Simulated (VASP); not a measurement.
Input of a VASP 6.6.1 run:

Contents of INCAR:

```
PREC = Accurate
ENCUT = 600
EDIFF = 1E-6
ISMEAR = 0
SIGMA = 0.05
LREAL = False
LASPH = True
NELM = 60
ALGO = Normal
ISIF = 3
LWAVE = False
LCHARG = False
GGA = PE
IBRION = 2
NSW = 80
EDIFFG = -0.03
```

File KPOINTS:

```
regular mesh
0
Gamma
  10 10 10
```

Contents of POSCAR:

```
Ta
1.0
    1.6500000000      1.6500000000      1.6500000000
   -1.6500000000      1.6500000000      1.6500000000
   -1.6500000000     -1.6500000000      1.6500000000
Ta
1
Direct
    0.0000000000      0.0000000000      0.0000000000
```

Potentials or basis: VASP PAW PBE potentials, release 64 (Ta_pv).

Launch:

```bash
$ cat potpaw_PBE.64/Ta_pv/POTCAR > POTCAR
$ mpirun -np 1 vasp_std > vasp.out
```

(1) What does it give for the relaxed volume?

(2) Estimate the relaxed cell.

(3) What does it give for the space group after relaxing (to 0.05 Å)?

## Answers

(1) 18.44 Å³/atom.

(2) a = 2.883 Å, b = 2.883 Å, c = 2.883 Å, α = 70.53°, β = 109.47°, γ = 70.53°.

(3) Im-3m (No. 229).
